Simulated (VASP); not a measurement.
# LiCl (Fm-3m) in VASP: notebook

Runs on LiCl. Level: PBE. Tasks: single point.

Program: VASP 6.6.1. These are calculated values, not measurements. Logs are shortened: lines on timing, memory, paths and dates and some standing lists are left out, and cuts for length are marked.

## 1. The cell of the first run

It takes space group Fm-3m (No. 225, cubic). Conventional cell: a = 5.185 Å, b = 5.185 Å, c = 5.185 Å, α = 90.00°, β = 90.00°, γ = 90.00°. Within 3.4 Å of Li (site symmetry m-3m) lie 6 Cl at 2.59 Å. Cl (site symmetry m-3m) has 6 Li at 2.59 Å within 3.4 Å.

## 2. Single point, PBE (volume scaled by 1.020)

The input, INCAR:

```
ALGO     = Normal         # electronic algorithm
EDIFF    = 1E-6           # SCF threshold, eV
ENCUT    = 520            # plane-wave cutoff, eV
GGA      = PE             # functional
ISIF     = 2              # what is computed and relaxed
ISMEAR   = 0              # smearing method
LASPH    = True           # aspherical terms in the spheres
LCHARG   = True           # write CHGCAR
LELF     = True           # ELF
LREAL    = False          # projectors in reciprocal space
LVHAR    = True         
LWAVE    = False          # write WAVECAR
NBANDS   = 12             # bands
NELM     = 100            # most SCF steps
PREC     = Accurate       # precision mode
SIGMA    = 0.05           # smearing width, eV
```

The input, KPOINTS:

```
k-points
0
Gamma
  12 12 12
```

The input, POSCAR:

```
LiCl
1.0
    0.0000000000      2.5922565542      2.5922565542
    2.5922565542      0.0000000000      2.5922565542
    2.5922565542      2.5922565542      0.0000000000
Li Cl
1 1
Direct
    0.0000000000      0.0000000000      0.0000000000
    0.5000000000      0.5000000000      0.5000000000
```

Potentials or basis: VASP PAW PBE potentials, release 64 (Li_sv, Cl).

Launch:

```console
> cat potpaw_PBE.64/Li_sv/POTCAR potpaw_PBE.64/Cl/POTCAR > POTCAR
> mpirun -np 1 vasp_std > vasp.out
```

OUTCAR:

```text
EDIFF = 1E-6
   ENCUT = 520
   GGA = PE
   ISIF = 2
   ISMEAR = 0
   LASPH = True
   LREAL = False
   NELM = 100
   PREC = Accurate

 ion  position               nearest neighbor table
   1  0.000  0.000  0.000-   2 2.59   2 2.59   2 2.59   2 2.59   2 2.59   2 2.59
   2  0.500  0.500  0.500-   1 2.59   1 2.59   1 2.59   1 2.59   1 2.59   1 2.59

  LATTYP: Found a face centered cubic cell.
 ALAT       =     5.1845131084

  Lattice vectors:

 A1 = (   0.0000000000,   2.5922565542,   2.5922565542)
 A2 = (   2.5922565542,   0.0000000000,   2.5922565542)
 A3 = (   2.5922565542,   2.5922565542,   0.0000000000)

Analysis of symmetry for initial positions (statically):
=====================================================================
 Subroutine PRICEL returns:
 Original cell was already a primitive cell.

 Routine SETGRP: Setting up the symmetry group for a
 face centered cubic supercell.

 Subroutine GETGRP returns: Found 48 space group operations
 (whereof 48 operations were pure point group operations)
 out of a pool of 48 trial point group operations.

The static configuration has the point symmetry O_h .

Analysis of symmetry for dynamics (positions and initial velocities):
=====================================================================
 Subroutine PRICEL returns:
 Original cell was already a primitive cell.

 Routine SETGRP: Setting up the symmetry group for a
 face centered cubic supercell.

 Subroutine GETGRP returns: Found 48 space group operations
 (whereof 48 operations were pure point group operations)
 out of a pool of 48 trial point group operations.

The dynamic configuration has the point symmetry O_h .

 Subroutine INISYM returns: Found 48 space group operations
 (whereof 48 operations are pure point group operations),
 and found     1 'primitive' translations

----------------------------------------------------------------------------------------

                                     Primitive cell

  volume of cell :      34.8389

  direct lattice vectors                    reciprocal lattice vectors
     0.000000000  2.592256554  2.592256554    -0.192882143  0.192882143  0.192882143
     2.592256554  0.000000000  2.592256554     0.192882143 -0.192882143  0.192882143
     2.592256554  2.592256554  0.000000000     0.192882143  0.192882143 -0.192882143

  length of vectors
     3.666004376  3.666004376  3.666004376     0.334081672  0.334081672  0.334081672

  position of ions in fractional coordinates (direct lattice)
     0.000000000  0.000000000  0.000000000
     0.500000000  0.500000000  0.500000000

  ion indices of the primitive-cell ions
   primitive index   ion index
                 1           1
                 2           2

----------------------------------------------------------------------------------------

 KPOINTS: k-points

Automatic generation of k-mesh.
 Grid dimensions read from file:
 generate k-points for:   12   12   12

 Generating k-lattice:

  Cartesian coordinates                     Fractional coordinates (reciprocal lattice)
    -0.016073512  0.016073512  0.016073512     0.083333333  0.000000000  0.000000000
     0.016073512 -0.016073512  0.016073512     0.000000000  0.083333333  0.000000000
     0.016073512  0.016073512 -0.016073512     0.000000000  0.000000000  0.083333333

  Length of vectors
     0.027840139  0.027840139  0.027840139

  Shift w.r.t. Gamma in fractional coordinates (k-lattice)
     0.000000000  0.000000000  0.000000000

 Subroutine IBZKPT returns following result:
 ===========================================

 Found     72 irreducible k-points:

 Following reciprocal coordinates:
            Coordinates               Weight
  0.000000  0.000000  0.000000      1.000000
  0.083333  0.000000  0.000000      8.000000
  0.166667  0.000000  0.000000      8.000000
  0.250000  0.000000  0.000000      8.000000
  0.333333  0.000000  0.000000      8.000000
  0.416667  0.000000  0.000000      8.000000
[... 16 lines left out ...]
  0.500000  0.166667  0.000000     24.000000
 -0.416667  0.166667  0.000000     24.000000
 [... further k-points ...]
   k-points           NKPTS =     72   k-points in BZ     NKDIM =     72   number of bands    NBANDS=     12
   number of dos      NEDOS =    301   number of ions     NIONS =      2
   total plane-waves  NPLWV =  21952
   dimension x,y,z NGX =    28 NGY =   28 NGZ =   28
   dimension x,y,z NGXF=    56 NGYF=   56 NGZF=   56
   ions per type =               1   1
   NGX,Y,Z   is equivalent  to a cutoff of  12.70, 12.70, 12.70 a.u.
   NGXF,Y,Z  is equivalent  to a cutoff of  25.39, 25.39, 25.39 a.u.
 SYSTEM =  unknown system
   PREC   = accura    normal or accurate (medium, high low for compatibility)
   ISTART =      0    job   : 0-new  1-cont  2-samecut
   ICHARG =      2    charge: 1-file 2-atom 10-const
   ISPIN  =      1    spin polarized calculation?
   LNONCOLLINEAR =      F non collinear calculations
   LSORBIT =      F    spin-orbit coupling
   LASPH  =      T    aspherical Exc in radial PAW
   ENCUT  =  520.0 eV  38.22 Ry    6.18 a.u.   6.82  6.82  6.82*2*pi/ulx,y,z
   NELM   =    100;   NELMIN=  2; NELMDL= -5     # of ELM steps
   EDIFF  = 0.1E-05   stopping-criterion for ELM
   LREAL  =      F    real-space projection
   EDIFFG = 0.1E-04   stopping-criterion for IOM
   NSW    =      0    number of steps for IOM
   IBRION =     -1    ionic relax: 0-MD 1-quasi-New 2-CG
   NFREE  =      0    steps in history (QN), initial steepest desc. (CG)
   ISIF   =      2    stress and relaxation
   ISYM   =      2    0-nonsym 1-usesym 2-fastsym
   POTIM  = 0.5000    time-step for ionic-motion
   TEBEG  =    0.0;   TEEND  =   0.0 temperature during run
   PSTRESS=    0.0 pullay stress
   NELECT =      10.0000    total number of electrons
   NUPDOWN=      -1.0000    fix difference up-down
   EMIN   =  10.00;   EMAX   =-10.00  energy-range for DOS
   EFERMI =   0.00;   METHOD = LEGACY
   ISMEAR =     0;   SIGMA  =   0.05  broadening in eV -4-tet -1-fermi 0-gaus
   EFERMI_NEDOS =   21; number of points for ismear=-14 and -15
   IALGO  =     38    algorithm
   IMIX   =      4    mixing-type and parameters
     AMIX     =   0.40;   BMIX     =  1.00
     AMIX_MAG =   1.60;   BMIX_MAG =  1.00
  volume/ion in A,a.u.               =      17.42       117.55
  Fermi-wavevector in a.u.,A,eV,Ry     =   1.079908  2.040731 15.867139  1.166202
  Thomas-Fermi vector in A             =   2.215886
   LORBIT       =      0    0 simple, 1 ext, 2 COOP (PROOUT), +10 PAW based schemes
   GGA     = PE    functional components
   LHFCALC =     F    Hartree Fock is set to
   AEXX    =    0.0000 exact exchange contribution
   IVDW    =     0    specifies the selected vdW correction
   LEPSILON=     F    determine dielectric tensor
   LRPA    =     F    only Hartree local field effects (RPA)
 non-spin polarized calculation
 Gauss-broadening in eV      SIGMA  =   0.05
  energy-cutoff  :      520.00
  volume of cell :       34.84
 maximum number of plane-waves:       960
   NGX = 13   NGY = 13   NGZ = 13

 number of electron      10.0000012 magnetization

 Free energy of the ion-electron system (eV)
  ---------------------------------------------------
  ext. energy  EPLUGINS =         0.00000000
  ---------------------------------------------------
  free energy    TOTEN  =        -7.38485798 eV

  energy without entropy =       -7.38485798  energy(sigma->0) =       -7.38485798

 E-fermi :   0.7476     XC(G=0):  -8.5934

 val. band max:        0.3471941843   @ k =  -0.0833   0.0833   0.0000
 cond. band min:       6.5052886762   @ k =   0.0000   0.0000   0.0000
 fundamental gap:      6.1580944919
 Fermi energy:         0.7475712501

 k-point     1 :       0.0000    0.0000    0.0000
  band No.  band energies     occupation
      1     -43.2370      2.00000
      2     -12.9429      2.00000
      3       0.3446      2.00000
      4       0.3446      2.00000
      5       0.3446      2.00000
      6       6.5053      0.00000
      7      12.2542      0.00000
      8      12.2542      0.00000
      9      12.2542      0.00000
     10      14.6792      0.00000
     11      14.6792      0.00000
     12      14.6792      0.00000

 k-point     2 :       0.0833    0.0000    0.0000
  band No.  band energies     occupation
      1     -43.2369      2.00000
      2     -12.9109      2.00000
      3       0.1055      2.00000
      4       0.3268      2.00000
      5       0.3268      2.00000
      6       6.7333      0.00000
      7      11.7970      0.00000
      8      12.2707      0.00000
      9      12.2707      0.00000
     10      13.5981      0.00000
     11      13.5981      0.00000
     12      14.9524      0.00000

 k-point     3 :       0.1667    0.0000    0.0000
  band No.  band energies     occupation
      1     -43.2364      2.00000
      2     -12.8214      2.00000
      3      -0.4770      2.00000
      4       0.2793      2.00000
      5       0.2793      2.00000
      6       7.1989      0.00000
      7      11.1962      0.00000
      8      11.7913      0.00000
      9      11.7913      0.00000
     10      13.4685      0.00000
     11      13.4685      0.00000
     12      15.3240      0.00000
[... 286 lines left out ...]
 k-point    23 :       0.5000    0.1667    0.0000
  band No.  band energies     occupation
      1     -43.2346      2.00000
      2     -12.3624      2.00000
      3      -2.1397      2.00000
      4      -0.4986      2.00000
      5      -0.1229      2.00000
      6       8.0237      0.00000
      7       9.6554      0.00000
      8      10.6334      0.00000
      9      12.0117      0.00000
     10      15.3258      0.00000
     11      17.5536      0.00000
     12      18.4406      0.00000

 k-point    24 :      -0.4167    0.1667    0.0000
  band No.  band energies     occupation
      1     -43.2346      2.00000
      2     -12.3529      2.00000
      3      -2.1579      2.00000
      4      -0.6114      2.00000
      5      -0.0341      2.00000
      6       7.9698      0.00000
      7       9.8139      0.00000
      8      10.3599      0.00000
      9      12.2526      0.00000
     10      16.2571      0.00000
     11      16.4839      0.00000
     12      17.5554      0.00000

 [... further k-points ...]
[... 5 lines left out ...]
  --------------------------------------------------------------------------------------
  -------------------------------------------------------------------------------------
  Total       -0.1540052     -0.1540052     -0.1540052      0.0000000     -0.0000000      0.0000000
  in kB       -7.0824269     -7.0824269     -7.0824269      0.0000000     -0.0000000      0.0000000
  external PRESSURE =      -7.0824269 kB  Pullay stress =       0.0000000 kB

 VOLUME and BASIS-vectors are now :
 -----------------------------------------------------------------------------
  energy-cutoff  :      520.00
  volume of cell :       34.84
      direct lattice vectors                 reciprocal lattice vectors
     0.000000000  2.592256554  2.592256554    -0.192882143  0.192882143  0.192882143
     2.592256554  0.000000000  2.592256554     0.192882143 -0.192882143  0.192882143
     2.592256554  2.592256554  0.000000000     0.192882143  0.192882143 -0.192882143

 POSITION                                       TOTAL-FORCE (eV/Angst)
 -----------------------------------------------------------------------------------
      0.00000      0.00000      0.00000         0.000000      0.000000      0.000000
      2.59226      2.59226      2.59226        -0.000000     -0.000000      0.000000
 -----------------------------------------------------------------------------------
    total drift:                                0.000000      0.000000      0.000000

  FREE ENERGIE OF THE ION-ELECTRON SYSTEM (eV)
  ---------------------------------------------------
  free  energy   TOTEN  =        -7.3848579817 eV

  energy  without entropy=       -7.3848579817  energy(sigma->0) =       -7.38485798
```

Run time: 22 s. Hardware: 1 thread of Intel Xeon Platinum 8375C at 2.90GHz (Ice Lake), shared host; peak memory 0.16 GiB.

What came out:

```
Free energy            : -7.3849 eV
Band gap on the k mesh : 6.16 eV, indirect (the least direct gap lies 2.6 meV higher)
```

Caveat: the cutoff is under 1.25 times the usual one of these potentials, so pressure, stress and relaxed cells hold a basis-set (Pulay) error.

## 3. Single point, PBE (volume scaled by 1.040)

The input, INCAR:

```
PREC = Accurate
ENCUT = 520
EDIFF = 1E-6
ISMEAR = 0
SIGMA = 0.05
LREAL = F
LASPH = T
NELM = 60
ALGO = Normal
ISIF = 2
LWAVE = F
LCHARG = F
GGA = PE
NBANDS = 12
```

The input, KPOINTS:

```
regular mesh
0
Gamma
  12 12 12
```

The input, POSCAR:

```
LiCl
1.0
    0.0000000000      2.6090898606      2.6090898606
    2.6090898606      0.0000000000      2.6090898606
    2.6090898606      2.6090898606      0.0000000000
Li Cl
1 1
Direct
    0.0000000000      0.0000000000      0.0000000000
    0.5000000000      0.5000000000      0.5000000000
```

Potentials or basis: VASP PAW PBE potentials, release 64 (Li_sv, Cl).

Launch:

```console
> cat potpaw_PBE.64/Li_sv/POTCAR potpaw_PBE.64/Cl/POTCAR > POTCAR
> mpirun -np 1 vasp_std > vasp.out
```

OUTCAR:

```text
PREC = Accurate
   ENCUT = 520
   EDIFF = 1E-6
   ISMEAR = 0
   LREAL = F
   LASPH = T
   NELM = 60
   ISIF = 2
   GGA = PE

 ion  position               nearest neighbor table
   1  0.000  0.000  0.000-   2 2.61   2 2.61   2 2.61   2 2.61   2 2.61   2 2.61
   2  0.500  0.500  0.500-   1 2.61   1 2.61   1 2.61   1 2.61   1 2.61   1 2.61

  LATTYP: Found a face centered cubic cell.
 ALAT       =     5.2181797212

  Lattice vectors:

 A1 = (   0.0000000000,   2.6090898606,   2.6090898606)
 A2 = (   2.6090898606,   0.0000000000,   2.6090898606)
[... 537 lines left out ...]
      8      10.1938      0.00000
      9      11.9648      0.00000
     10      16.0027      0.00000
     11      16.2702      0.00000
     12      17.2748      0.00000

 [... further k-points ...]
[... 5 lines left out ...]
  --------------------------------------------------------------------------------------
  -------------------------------------------------------------------------------------
  Total       -0.2767902     -0.2767902     -0.2767902     -0.0000000     -0.0000000     -0.0000000
  in kB      -12.4843018    -12.4843018    -12.4843018     -0.0000000     -0.0000000     -0.0000000
  external PRESSURE =     -12.4843018 kB  Pullay stress =       0.0000000 kB

 VOLUME and BASIS-vectors are now :
 -----------------------------------------------------------------------------
  energy-cutoff  :      520.00
  volume of cell :       35.52
      direct lattice vectors                 reciprocal lattice vectors
     0.000000000  2.609089861  2.609089861    -0.191637708  0.191637708  0.191637708
     2.609089861  0.000000000  2.609089861     0.191637708 -0.191637708  0.191637708
     2.609089861  2.609089861  0.000000000     0.191637708  0.191637708 -0.191637708

 POSITION                                       TOTAL-FORCE (eV/Angst)
 -----------------------------------------------------------------------------------
      0.00000      0.00000      0.00000        -0.000000      0.000000      0.000000
      2.60909      2.60909      2.60909         0.000000     -0.000000     -0.000000
 -----------------------------------------------------------------------------------
    total drift:                                0.000000      0.000000      0.000000

  FREE ENERGIE OF THE ION-ELECTRON SYSTEM (eV)
  ---------------------------------------------------
  free  energy   TOTEN  =        -7.3810379061 eV

  energy  without entropy=       -7.3810379061  energy(sigma->0) =       -7.38103791
```

OSZICAR:

```text
N       E                     dE             d eps       ncg     rms          rms(c)
DAV:   1     0.406653962197E+02    0.40665E+02   -0.40522E+03  1728   0.768E+02
DAV:   2    -0.480767291452E+01   -0.45473E+02   -0.43603E+02  2180   0.143E+02
DAV:   3    -0.738179377795E+01   -0.25741E+01   -0.25667E+01  2304   0.352E+01
DAV:   4    -0.745050178566E+01   -0.68708E-01   -0.68690E-01  2372   0.568E+00
DAV:   5    -0.745117516599E+01   -0.67338E-03   -0.67337E-03  2304   0.561E-01    0.234E+00
DAV:   6    -0.737406819949E+01    0.77107E-01   -0.17075E-01  2192   0.190E+00    0.166E+00
DAV:   7    -0.737633324474E+01   -0.22650E-02   -0.52036E-02  2572   0.118E+00    0.920E-01
DAV:   8    -0.738100625733E+01   -0.46730E-02   -0.69943E-03  2048   0.576E-01    0.155E-01
DAV:   9    -0.738096977832E+01    0.36479E-04   -0.23820E-04  2196   0.108E-01    0.577E-02
DAV:  10    -0.738102864739E+01   -0.58869E-04   -0.14790E-04  2036   0.813E-02    0.540E-02
DAV:  11    -0.738103706013E+01   -0.84127E-05   -0.16755E-05  2284   0.263E-02    0.199E-03
DAV:  12    -0.738103821672E+01   -0.11566E-05   -0.63105E-07  2004   0.581E-03    0.460E-03
DAV:  13    -0.738103790608E+01    0.31064E-06   -0.18657E-07  1116   0.293E-03
   1 F= -.73810379E+01 E0= -.73810379E+01  d E =-.131514E-18
```

It took 20 s on 1 thread of Intel Xeon Platinum 8375C at 2.90GHz (Ice Lake), shared host; peak memory 0.16 GiB.

Results:

```yaml
Free_energy: -7.3810 eV
Band_gap_on_the_k_mesh: 6.05 eV, indirect (the least direct gap lies 2.3 meV higher)
```

Caveat: the cutoff is under 1.25 times the usual one of these potentials, so pressure, stress and relaxed cells hold a basis-set (Pulay) error. A k mesh can miss the band edges.
